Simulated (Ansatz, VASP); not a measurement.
# Fe in VASP and in Ansatz

```
Fe
1.0
    -1.43900    1.48217    1.43900
     1.43900   -1.48217    1.43900
     1.43900    1.48217   -1.43900
Fe
1
Cartesian
  0.0000 0.0000 0.0000
```

Change from the starting cell: strain +0.0300 x Voigt [0, 1, 0, 0, 0, 0], atoms carried along.

Alike in both runs: task single point; functional PBEsol; k mesh 24 × 24 × 24; occupations gaussian, width 0.15 eV; collinear spin.

```csv
,VASP,Ansatz
version,VASP 6.6.1,Ansatz 0.2.0
potentials or method,"VASP PAW PBE potentials, release 64 (Fe), cutoff 520 eV","scalar-relativistic, plane waves, PAW"
valence electrons in the cell,8,16
```

```tsv
	VASP	Ansatz	Ansatz less VASP
gap on the k mesh at the Fermi level (eV)	none	none	-
pressure (GPa)	-19.4	-20.0	-0.54
traceless stress, the component that is largest in VASP (GPa)	-1.39	-1.48	-0.089
net moment per atom (μB)	2.36	2.32	-0.031
size of the moment on the site where the two differ most (μB)	2.36	2.37	+0.017
```

VASP's potentials were made for PBE, not for PBEsol. Site moments also hang on the region over which each program counts them. A gap of «none» marks a metal or a gap that the smearing closes. With one functional, cell and mesh, what is left measures potentials, basis and numerics. VASP's potentials hold 8 valence electrons a cell and Ansatz's 16, so a difference there can come from the potentials and not from the codes.
